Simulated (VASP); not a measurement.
Wanted: the native input for a VASP 6.6.1 run.

```yaml
Task: single point
Functional: PBE
Potentials_or_basis: VASP PAW PBE potentials, release 64 (Ni, Sb)
Cutoff: 520 eV
k_mesh: 12 × 12 × 8
Occupations: gaussian, width 0.1 eV
Spin: no spin polarisation
Dipole_correction: no
Further_INCAR_settings: ALGO = Normal; EDIFF = 1e-06; NBANDS = 23
```

The structure of NiSb lies in POSCAR:

```
NiSb
1.0
    3.8945030066      0.0000000000      0.0000000000
   -1.9472515033      3.3727385388      0.0000000000
    0.0000000000      0.0000000000      5.0515775703
Ni Sb
2 2
Direct
    0.0000000000      0.0000000000      0.0000000000
    0.0000000000      0.0000000000      0.5000000000
    0.3333333333      0.6666666667      0.2500000000
    0.6666666667      0.3333333333      0.7500000000
```

The input as run:

INCAR

```
SYSTEM = NiSb
  PREC = Accurate
  ENCUT = 520
  EDIFF = 1E-6
  ISMEAR = 0
  SIGMA = 0.1
  LREAL = .False.
  LASPH = .True.
  NELM = 60
  ALGO = Normal
  ISIF = 2
  LWAVE = .False.
  LCHARG = .True.
  GGA = PE
  LELF = .True.
  LVHAR = .True.
  NBANDS = 23
```

KPOINTS

```
Automatic mesh
0
Gamma
  12 12 8
  0 0 0
```

Potentials or basis: VASP PAW PBE potentials, release 64 (Ni, Sb).

The run is started by

```sh
$ cat potpaw_PBE.64/Ni/POTCAR potpaw_PBE.64/Sb/POTCAR > POTCAR
$ mpirun -np 1 vasp_std > vasp.out
```

Results of the run:

- Pressure: 7.9 GPa
- Band gap on the k mesh: zero (bands 15 and 16 overlap by 3.50 eV)

Caveat: the cell stands under pressure; spin-orbit coupling is left out, which moves the levels of the heavy elements.

Wall time 3.9 min on 1 thread of AMD EPYC 7R43 64-Core Processor (Zen 3) (shared host), peak memory 0.23 GiB.
